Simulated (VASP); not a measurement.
# Ba7LiTi8O23 (a cell with a defect) in VASP: single point with PBEsol

Aim: the single point of Ba7LiTi8O23 (a cell with a defect) with PBEsol.

All numbers are computed with VASP 6.6.1; they aren't measurements. Logs are shortened: lines on timing, memory, paths and dates and some standing lists are left out, and cuts for length are marked.

## 1. The cell of the first run

The cell holds a defect, 39 atoms: a = 7.940 Å, b = 7.940 Å, c = 7.940 Å, α = 90.00°, β = 90.00°, γ = 90.00°.

## 2. Single point, PBEsol

INCAR reads:

```
PREC = Accurate ; ENCUT = 650
EDIFF = 1E-6 ; ISMEAR = -1
SIGMA = 0.05 ; LREAL = Auto
LASPH = True ; NELM = 120
ALGO = Normal ; ISIF = 2
LWAVE = False ; LCHARG = True
GGA = PS ; LELF = True
LVHAR = True ; NBANDS = 178
NELECT = 308.0 ; ISYM = -1
GGA_COMPAT = False
```

KPOINTS reads:

```
explicit points
1
Reciprocal
  0.25000000   0.25000000   0.25000000 1
```

POSCAR reads:

```
Ba7LiTi8O23
1.0
    7.9404200000      0.0000000000      0.0000000000
    0.0000000000      7.9404200000      0.0000000000
    0.0000000000      0.0000000000      7.9404200000
Ba Li Ti O
7 1 8 23
Direct
    0.9973130000      0.9977190000      0.0005620000
    0.9976450000      0.9957840000      0.5004960000
    0.9969720000      0.5013730000      0.0012980000
    0.9962770000      0.5005130000      0.5006530000
    0.5037120000      0.9968680000      0.0017980000
    0.5022810000      0.0065300000      0.5016170000
    0.5027900000      0.5005620000      0.0020490000
    0.4986670000      0.6205400000      0.5070200000
    0.2428570000      0.2431360000      0.2350100000
    0.2622650000      0.2627930000      0.7597490000
    0.2491500000      0.7357800000      0.2550410000
    0.2572950000      0.7566900000      0.7499070000
    0.7353010000      0.2578150000      0.2590290000
    0.7569910000      0.2598960000      0.7501760000
    0.7447850000      0.7500950000      0.2564930000
    0.7532770000      0.7526570000      0.7528780000
    0.2480410000      0.2394070000      0.9998560000
    0.2521230000      0.7485280000      0.9992270000
    0.2555450000      0.7411390000      0.5006860000
    0.7514930000      0.2462450000      0.9980550000
    0.7528460000      0.2421100000      0.4981730000
    0.7464240000      0.7456370000      0.9983750000
    0.7435990000      0.7435680000      0.4986300000
    0.0090790000      0.2490930000      0.2589180000
    0.9985490000      0.2450250000      0.7446270000
    0.0017570000      0.7472720000      0.2519310000
    0.9960020000      0.7462930000      0.7486040000
    0.5009450000      0.2459450000      0.2499320000
    0.4946190000      0.2447780000      0.7495850000
    0.5013300000      0.7443290000      0.2556510000
    0.4979290000      0.7404250000      0.7438350000
    0.2525590000      0.0039470000      0.2605030000
    0.2504500000      0.9935720000      0.7444960000
    0.2494190000      0.4964020000      0.2507490000
    0.2451940000      0.4914860000      0.7498680000
    0.7496020000      0.9927670000      0.2494110000
    0.7465510000      0.9905870000      0.7489160000
    0.7533560000      0.4957010000      0.2459430000
    0.7521940000      0.4941630000      0.7517010000
```

Potentials or basis: VASP PAW PBE potentials, release 64 (Ba_sv, Li_sv, Ti_sv, O).

Command:

```sh
$ cat potpaw_PBE.64/Ba_sv/POTCAR potpaw_PBE.64/Li_sv/POTCAR potpaw_PBE.64/Ti_sv/POTCAR potpaw_PBE.64/O/POTCAR > POTCAR
$ mpirun -np 1 vasp_std > vasp.out
```

OUTCAR:

```text
PREC = Accurate
   ENCUT = 650
   EDIFF = 1E-6
   ISMEAR = -1
   LREAL = Auto
   LASPH = True
   NELM = 120
   ISIF = 2
   GGA = PS
   NELECT = 308.0
   ISYM = -1

 ion  position               nearest neighbor table
   1  0.997  0.998  0.001-  17 2.77  20 2.78  36 2.79  26 2.82  37 2.82  22 2.82  25 2.83  27 2.83
                            18 2.83  33 2.86  24 2.86  32 2.89   9 3.33  16 3.38  12 3.45  14 3.45
   2  0.998  0.996  0.500-  21 2.76  25 2.77  32 2.78  24 2.78  33 2.79  26 2.79  27 2.79  36 2.80
                            37 2.80  23 2.84  19 2.88  16 3.39  15 3.40  12 3.43  14 3.46  11 3.47
   3  0.997  0.501  0.001-  38 2.74  39 2.78  22 2.78  26 2.79  27 2.79  35 2.81  20 2.81  34 2.82
                            18 2.82  24 2.86  25 2.88  17 2.88  14 3.36   9 3.39  11 3.40  16 3.41
   4  0.996  0.501  0.501-  24 2.77  27 2.77  39 2.78  26 2.78  23 2.78  38 2.80  35 2.80  25 2.81
                            19 2.81  21 2.82  34 2.82  14 3.34  11 3.37  15 3.42  13 3.42  16 3.43
   5  0.504  0.997  0.002-  36 2.77  22 2.77  37 2.78  20 2.79  28 2.79  17 2.80  18 2.81  29 2.81
                            30 2.84  32 2.86  33 2.87  31 2.89  12 3.39   9 3.40  15 3.40  16 3.40
   6  0.502  0.007  0.502-  21 2.73  29 2.73  32 2.76  28 2.76  37 2.76  33 2.78  36 2.81  23 2.83
                            30 2.85  31 2.86  19 2.88   8 3.07  13 3.33  12 3.41  15 3.41  10 3.46
   7  0.503  0.501  0.002-  22 2.74  38 2.78  30 2.79  31 2.80  18 2.80  39 2.81  34 2.82  28 2.82
                            20 2.82  29 2.85  35 2.86  17 2.90  10 3.30  13 3.36  11 3.40  15 3.42
   8  0.499  0.621  0.507-  31 2.11  19 2.16  23 2.18  30 2.22   6 3.07
   9  0.243  0.243  0.235-  24 1.87  17 1.87  32 1.91  34 2.02  28 2.05   1 3.33   3 3.39   5 3.40
                             7 3.44   2 3.48   6 3.50   4 3.53
  10  0.262  0.263  0.760-  35 1.82  29 1.85  17 1.92  25 2.10  33 2.14   7 3.30   3 3.42   5 3.44
                             6 3.46   4 3.50   1 3.54   2 3.63
  11  0.249  0.736  0.255-  34 1.90  19 1.95  26 1.97  30 2.00  18 2.03  32 2.13   4 3.37   3 3.40
                             7 3.40   2 3.47   1 3.52   5 3.53   6 3.53
  12  0.257  0.757  0.750-  33 1.88  31 1.92  18 1.98  19 1.98  27 2.08  35 2.11   5 3.39   6 3.41
                             2 3.43   1 3.45   7 3.46   4 3.51   3 3.52
  13  0.735  0.258  0.259-  28 1.86  38 1.90  21 1.91  20 2.08  36 2.11  24 2.18   6 3.33   7 3.36
                             4 3.42   5 3.44   3 3.50   2 3.51   1 3.58
  14  0.757  0.260  0.750-  39 1.86  25 1.92  20 1.97  21 2.01  29 2.09  37 2.14   4 3.34   3 3.36
                             7 3.42   1 3.45   2 3.46   6 3.47   5 3.52
  15  0.745  0.750  0.256-  23 1.92  36 1.93  30 1.93  38 2.02  26 2.04  22 2.05   2 3.40   5 3.40
                             6 3.41   4 3.42   7 3.42   3 3.47   1 3.47
  16  0.753  0.753  0.753-  37 1.89  27 1.93  22 1.95  23 2.02  31 2.03  39 2.05   1 3.38   2 3.39
                             5 3.40   3 3.41   4 3.43   7 3.45   6 3.47
  17  0.248  0.239  1.000-   9 1.87  10 1.92   1 2.77   5 2.80   3 2.88   7 2.90
  18  0.252  0.749  0.999-  12 1.98  11 2.03   7 2.80   5 2.81   3 2.82   1 2.83
  19  0.256  0.741  0.501-  11 1.95  12 1.98   8 2.16   4 2.81   6 2.88   2 2.88
  20  0.751  0.246  0.998-  14 1.97  13 2.08   1 2.78   5 2.79   3 2.81   7 2.82
  21  0.753  0.242  0.498-  13 1.91  14 2.01   6 2.73   2 2.76   4 2.82
  22  0.746  0.746  0.998-  16 1.95  15 2.05   7 2.74   5 2.77   3 2.78   1 2.82
  23  0.744  0.744  0.499-  15 1.92  16 2.02   8 2.18   4 2.78   6 2.83   2 2.84
  24  0.009  0.249  0.259-   9 1.87  13 2.18   4 2.77   2 2.78   1 2.86   3 2.86
  25  0.999  0.245  0.745-  14 1.92  10 2.10   2 2.77   4 2.81   1 2.83   3 2.88
  26  0.002  0.747  0.252-  11 1.97  15 2.04   4 2.78   3 2.79   2 2.79   1 2.82
  27  0.996  0.746  0.749-  16 1.93  12 2.08   4 2.77   2 2.79   3 2.79   1 2.83
  28  0.501  0.246  0.250-  13 1.86   9 2.05   6 2.76   5 2.79   7 2.82
  29  0.495  0.245  0.750-  10 1.85  14 2.09   6 2.73   5 2.81   7 2.85
  30  0.501  0.744  0.256-  15 1.93  11 2.00   8 2.22   7 2.79   5 2.84   6 2.85
  31  0.498  0.740  0.744-  12 1.92  16 2.03   8 2.11   7 2.80   6 2.86   5 2.89
  32  0.253  0.004  0.261-   9 1.91  11 2.13   6 2.76   2 2.78   5 2.86   1 2.89
  33  0.250  0.994  0.744-  12 1.88  10 2.14   6 2.78   2 2.79   1 2.86   5 2.87
  34  0.249  0.496  0.251-  11 1.90   9 2.02   3 2.82   7 2.82   4 2.82
  35  0.245  0.491  0.750-  10 1.82  12 2.11   4 2.80   3 2.81   7 2.86
  36  0.750  0.993  0.249-  15 1.93  13 2.11   5 2.77   1 2.79   2 2.80   6 2.81
  37  0.747  0.991  0.749-  16 1.89  14 2.14   6 2.76   5 2.78   2 2.80   1 2.82
  38  0.753  0.496  0.246-  13 1.90  15 2.02   3 2.74   7 2.78   4 2.80
  39  0.752  0.494  0.752-  14 1.86  16 2.05   3 2.78   4 2.78   7 2.81

IMPORTANT INFORMATION: All symmetrisations will be switched off!
NOSYMM: (Re-)initialisation of all symmetry stuff for point group C_1.

----------------------------------------------------------------------------------------

                                     Primitive cell

  volume of cell :     500.6456

  direct lattice vectors                    reciprocal lattice vectors
     7.940420000  0.000000000  0.000000000     0.125937923  0.000000000  0.000000000
     0.000000000  7.940420000  0.000000000     0.000000000  0.125937923  0.000000000
     0.000000000  0.000000000  7.940420000     0.000000000  0.000000000  0.125937923

  length of vectors
     7.940420000  7.940420000  7.940420000     0.125937923  0.125937923  0.125937923

  position of ions in fractional coordinates (direct lattice)
     0.997313000  0.997719000  0.000562000
     0.997645000  0.995784000  0.500496000
     0.996972000  0.501373000  0.001298000
     0.996277000  0.500513000  0.500653000
     0.503712000  0.996868000  0.001798000
     0.502281000  0.006530000  0.501617000
[... 31 lines left out ...]
     0.753356000  0.495701000  0.245943000
     0.752194000  0.494163000  0.751701000

  ion indices of the primitive-cell ions
   primitive index   ion index
                 1           1
                 2           2
                 3           3
                 4           4
                 5           5
                 6           6
[... 31 lines left out ...]
                38          38
                39          39

----------------------------------------------------------------------------------------

 KPOINTS: explicit points

Read explicit list of k-points.

 Found      1 k-points:

 Following reciprocal coordinates:
            Coordinates               Weight
  0.250000  0.250000  0.250000      1.000000
   k-points           NKPTS =      1   k-points in BZ     NKDIM =      1   number of bands    NBANDS=    178
   number of dos      NEDOS =    301   number of ions     NIONS =     39
   total plane-waves  NPLWV = 343000
   dimension x,y,z NGX =    70 NGY =   70 NGZ =   70
   dimension x,y,z NGXF=   140 NGYF=  140 NGZF=  140
   ions per type =               7   1   8  23
   NGX,Y,Z   is equivalent  to a cutoff of  14.66, 14.66, 14.66 a.u.
   NGXF,Y,Z  is equivalent  to a cutoff of  29.31, 29.31, 29.31 a.u.
 SYSTEM =  unknown system
   PREC   = accura    normal or accurate (medium, high low for compatibility)
   ISTART =      0    job   : 0-new  1-cont  2-samecut
   ICHARG =      2    charge: 1-file 2-atom 10-const
   ISPIN  =      1    spin polarized calculation?
   LNONCOLLINEAR =      F non collinear calculations
   LSORBIT =      F    spin-orbit coupling
   LASPH  =      T    aspherical Exc in radial PAW
   ENCUT  =  650.0 eV  47.77 Ry    6.91 a.u.  16.51 16.51 16.51*2*pi/ulx,y,z
   NELM   =    120;   NELMIN=  2; NELMDL= -5     # of ELM steps
   EDIFF  = 0.1E-05   stopping-criterion for ELM
   LREAL  =      T    real-space projection
   EDIFFG = 0.1E-04   stopping-criterion for IOM
   NSW    =      0    number of steps for IOM
   IBRION =     -1    ionic relax: 0-MD 1-quasi-New 2-CG
   NFREE  =      0    steps in history (QN), initial steepest desc. (CG)
   ISIF   =      2    stress and relaxation
   ISYM   =     -1    0-nonsym 1-usesym 2-fastsym
   POTIM  = 0.5000    time-step for ionic-motion
   TEBEG  =    0.0;   TEEND  =   0.0 temperature during run
   PSTRESS=    0.0 pullay stress
   NELECT =     308.0000    total number of electrons
   NUPDOWN=      -1.0000    fix difference up-down
   EMIN   =  10.00;   EMAX   =-10.00  energy-range for DOS
   EFERMI =   0.00;   METHOD = LEGACY
   ISMEAR =    -1;   SIGMA  =   0.05  broadening in eV -4-tet -1-fermi 0-gaus
   EFERMI_NEDOS =   21; number of points for ismear=-14 and -15
   IALGO  =     38    algorithm
   IMIX   =      4    mixing-type and parameters
     AMIX     =   0.40;   BMIX     =  1.00
     AMIX_MAG =   1.60;   BMIX_MAG =  1.00
  volume/ion in A,a.u.               =      12.84        86.63
  Fermi-wavevector in a.u.,A,eV,Ry     =   1.392349  2.631159 26.376759  1.938637
  Thomas-Fermi vector in A             =   2.516101
   LORBIT       =      0    0 simple, 1 ext, 2 COOP (PROOUT), +10 PAW based schemes
   GGA     = PS    functional components
   LHFCALC =     F    Hartree Fock is set to
   AEXX    =    0.0000 exact exchange contribution
   IVDW    =     0    specifies the selected vdW correction
   LEPSILON=     F    determine dielectric tensor
   LRPA    =     F    only Hartree local field effects (RPA)
 non-spin polarized calculation
  energy-cutoff  :      650.00
  volume of cell :      500.65
 maximum number of plane-waves:     18865
 NGX is ok and might be reduce to    70
   NGX = 33   NGY = 33   NGZ = 33

 number of electron     308.0000008 magnetization

 Free energy of the ion-electron system (eV)
  ---------------------------------------------------
  ext. energy  EPLUGINS =         0.00000000
  ---------------------------------------------------
  free energy    TOTEN  =      -317.22111213 eV

  energy without entropy =     -317.14557076  energy(sigma->0) =     -317.18334145

 E-fermi :   5.9876     XC(G=0): -11.3173

 val. band max:        5.8808127955   @ k =   0.2500   0.2500   0.2500
 cond. band min:       6.1091975792   @ k =   0.2500   0.2500   0.2500
 fundamental gap:      0.2283847838
 Fermi energy:         5.9876264455

 k-point     1 :       0.2500    0.2500    0.2500
  band No.  band energies     occupation
      1     -52.5139      2.00000
      2     -52.4655      2.00000
      3     -52.3786      2.00000
      4     -52.3777      2.00000
      5     -52.3771      2.00000
      6     -52.3721      2.00000
[... 158 lines left out ...]
    165       7.1768      0.00000
    166       7.1972      0.00000
 [bands above 166 left out]

------------------------ aborting loop because EDIFF is reached ----------------------------------------

  FORCE on cell =-STRESS in cart. coord.  units (eV):
  Direction    XX          YY          ZZ          XY          YZ          ZX
  --------------------------------------------------------------------------------------
  -------------------------------------------------------------------------------------
  Total       11.9927697     14.2146508     14.3980890     -2.2950369     -1.7449632     -1.6324513
  in kB       38.3795301     45.4900437     46.0770867     -7.3446286     -5.5842703     -5.2242073
  external PRESSURE =      43.3155535 kB  Pullay stress =       0.0000000 kB

 VOLUME and BASIS-vectors are now :
 -----------------------------------------------------------------------------
  energy-cutoff  :      650.00
  volume of cell :      500.65
      direct lattice vectors                 reciprocal lattice vectors
     7.940420000  0.000000000  0.000000000     0.125937923  0.000000000  0.000000000
     0.000000000  7.940420000  0.000000000     0.000000000  0.125937923  0.000000000
     0.000000000  0.000000000  7.940420000     0.000000000  0.000000000  0.125937923

 POSITION                                       TOTAL-FORCE (eV/Angst)
 -----------------------------------------------------------------------------------
      7.91908      7.92231      0.00446        -0.012384     -0.056210     -0.001453
      7.92172      7.90694      3.97415         0.013925     -0.033140     -0.002642
      7.91638      3.98111      0.01031         0.009896      0.023416      0.002111
      7.91086      3.97428      3.97540         0.017559      0.020835      0.005486
      3.99968      7.91555      0.01428        -0.003353     -0.055584     -0.000558
      3.98832      0.05185      3.98305        -0.028924     -0.028864     -0.011625
[... 31 lines left out ...]
      5.98196      3.93607      1.95289        -0.023299     -0.043899      0.035388
      5.97274      3.92386      5.96882        -0.034926     -0.020675     -0.022379
 -----------------------------------------------------------------------------------
    total drift:                                0.001820     -0.016949     -0.003658

  FREE ENERGIE OF THE ION-ELECTRON SYSTEM (eV)
  ---------------------------------------------------
  free  energy   TOTEN  =      -317.2211121288 eV

  energy  without entropy=     -317.1455707647  energy(sigma->0) =     -317.18334145
```

It took 4.4 min on 1 thread of Intel Xeon 6975P-C (Granite Rapids), shared host; peak memory 0.75 GiB.

Results:

```
Free energy   : -317.2211 eV
Largest force : 0.092 eV/Å
```

Forces in eV/Å, atoms in the order of the input:
```
Ba  -0.012 -0.056 -0.001
Ba   0.014 -0.033 -0.003
Ba   0.010  0.023  0.002
Ba   0.018  0.021  0.005
Ba  -0.003 -0.056 -0.001
Ba  -0.029 -0.029 -0.012
Ba  -0.015  0.037  0.011
Li   0.009  0.006 -0.002
Ti   0.084  0.039  0.005
Ti  -0.032 -0.061 -0.017
Ti   0.038  0.027  0.032
Ti  -0.048 -0.043 -0.022
Ti   0.047 -0.002  0.006
Ti  -0.047 -0.033 -0.023
Ti   0.030  0.002 -0.008
Ti  -0.031 -0.033 -0.023
O   -0.007  0.036 -0.008
O   -0.003 -0.010  0.005
O    0.043 -0.031  0.012
O   -0.016  0.002  0.005
O   -0.023  0.048  0.022
O    0.026 -0.017  0.009
O   -0.030 -0.045  0.043
O   -0.011 -0.003 -0.005
O    0.065  0.009 -0.001
O    0.009  0.013 -0.009
O    0.075  0.007  0.009
O   -0.081  0.033  0.028
O    0.013  0.038 -0.025
O   -0.078 -0.005  0.026
O   -0.008 -0.022 -0.046
O   -0.007  0.027 -0.013
O   -0.005  0.087 -0.013
O    0.012 -0.081  0.023
O    0.025  0.018 -0.038
O    0.015  0.066  0.002
O    0.013  0.087  0.008
O   -0.023 -0.044  0.035
O   -0.035 -0.021 -0.022
```

Levels at points of the mesh, in eV from the Fermi level:
```csv
k point,band 151,band 152,band 153,band 154,band 155,band 156,band 157,band 158
"(0.25, 0.25, 0.25)",-2.76,-2.71,-2.65,-0.11,0.12,0.20,0.27,0.30
```

Caveat: the cell carries a net charge on a neutralising background, which shifts energy and pressure; the cell is charged against a uniform background, so pressure and absolute levels hang on convention; the PAW data sets were made with another functional, which shifts forces and pressure a little; spin-orbit coupling is left out, which moves the levels of the heavy elements.
